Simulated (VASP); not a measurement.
Input of a VASP 6.6.1 run:

File INCAR:

```
PREC = Accurate ; ENCUT = 500
EDIFF = 1E-6 ; ISMEAR = 0
SIGMA = 0.2 ; LREAL = False
LASPH = True ; NELM = 120
ALGO = Normal ; ISIF = 2
LWAVE = False ; LCHARG = False
GGA = PE ; NBANDS = 47
GGA_COMPAT = False
```

File KPOINTS:

```
regular mesh
0
Gamma
  4 3 3
```

File POSCAR:

```
HfSi3W
1.0
    5.0894984948      0.0000000000      0.0000000000
    0.0000000000      6.5353456351      0.0000000000
    0.0000000000      0.0000000000      5.0688347371
Hf Si W
2 6 2
Direct
    0.0000000000      0.5000000000      0.5357360784
    0.5000000000      0.0000000000      0.4642639216
    0.0000000000      0.6768037093      1.0560179599
    0.0000000000      0.3231962907      1.0560179599
    0.5000000000      0.1768037093     -0.0560179599
    0.5000000000      0.8231962907     -0.0560179599
    0.0000000000      0.0000000000      0.3194301494
    0.5000000000      0.5000000000      0.6805698506
    0.0000000000      0.0000000000      0.8039286399
    0.5000000000      0.5000000000      0.1960713601
```

Potentials or basis: VASP PAW PBE potentials, release 64 (Hf_pv, Si, W_sv).

Run with:

```console
$ cat potpaw_PBE.64/Hf_pv/POTCAR potpaw_PBE.64/Si/POTCAR potpaw_PBE.64/W_sv/POTCAR > POTCAR
$ mpirun -np 1 vasp_std > vasp.out
```

Q: What does it give for the pressure?

A: -0.2 GPa.

Q: Estimate the band gap on the k mesh.

A: Zero (bands 36 and 37 overlap by 0.89 eV).

Q: Predict the largest force.

A: 0.071 eV/Å.

Forces in eV/Å, atoms in the order of the input:
```
Hf   0.000  0.000  0.054
Hf   0.000  0.000 -0.054
Si   0.000  0.006  0.010
Si   0.000 -0.006  0.010
Si   0.000  0.006 -0.010
Si   0.000 -0.006 -0.010
Si   0.000  0.000 -0.071
Si   0.000  0.000  0.071
W    0.000  0.000 -0.045
W    0.000  0.000  0.045
```

Caveat: the k points lie up to 0.41 Å⁻¹ apart, too coarse for converged energies and pressures of a metal; spin-orbit coupling is left out, which moves the levels of the heavy elements.
